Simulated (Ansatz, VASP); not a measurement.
SrO: VASP beside Ansatz

The input INCAR:

```
SYSTEM = SrO
ALGO = Normal
EDIFF = 1E-7
ENCUT = 520
GGA = PE
ISIF = 2
ISMEAR = -1
LASPH = .TRUE.
LCHARG = .FALSE.
LREAL = .FALSE.
LWAVE = .FALSE.
NBANDS = 15
NELM = 60
PREC = Accurate
SIGMA = 0.02
```

The input KPOINTS:

```
k-points
0
G
  8 8 8
  0 0 0
```

File POSCAR:

```
SrO
1.0
    0.0280348299      2.6079271565      2.6079271565
    2.6079271565      0.0280348299      2.6079271565
    2.6079271565      2.6079271565      0.0280348299
Sr O
1 1
Direct
    0.0000000000      0.0000000000      0.0000000000
    0.5000000000      0.5000000000      0.5000000000
```

Input for Ansatz:

```yaml
crystal:
  lattice:
    - [0.0280348299, 2.6079271565, 2.6079271565]
    - [2.6079271565, 0.0280348299, 2.6079271565]
    - [2.6079271565, 2.6079271565, 0.0280348299]
  atoms:
    - { symbol: Sr, position: [0.0, 0.0, 0.0] }
    - { symbol: O, position: [0.5, 0.5, 0.5] }
kpoints:
  mp_grid: { grid: [8, 8, 8] }
  band_path:
    path:
      - [0.0, 0.0, 0.0]
      - [0.5, 0.0, 0.5]
      - [0.625, 0.25, 0.625]
      - [0.375, 0.375, 0.75]
      - [0.5, 0.5, 0.5]
      - [0.5, 0.25, 0.75]
      - [0.0, 0.5, 0.5]
    npoints: 1
hamiltonian:
  xc: pbe
scf:
  occupations: { method: fermi_dirac, width: 0.02 }
  n_extra_bands: 4
output:
  forces: true
  stress: true
  eigenvalues: true
```

Change from the starting cell: shear_111 strain +1.6%.

Alike in both runs: task single point; functional PBE; k mesh 8 × 8 × 8; occupations fermi-dirac, width 0.02 eV; no spin polarisation.

```csv
,VASP,Ansatz
version,VASP 6.6.1,Ansatz 0.2.0
potentials or method,"VASP PAW PBE potentials, release 64 (Sr_sv, O)","plane waves, PAW"
plane-wave cutoff (eV),520,420
valence electrons in the cell,16,16
```

```csv
,VASP,Ansatz,Ansatz less VASP
gap on the k mesh at the Fermi level (eV),3.26,3.31,+0.046
pressure (GPa),0.9,0.4,-0.51
"traceless stress, the component that is largest in VASP (GPa)",-0.60,-0.60,0.000
```
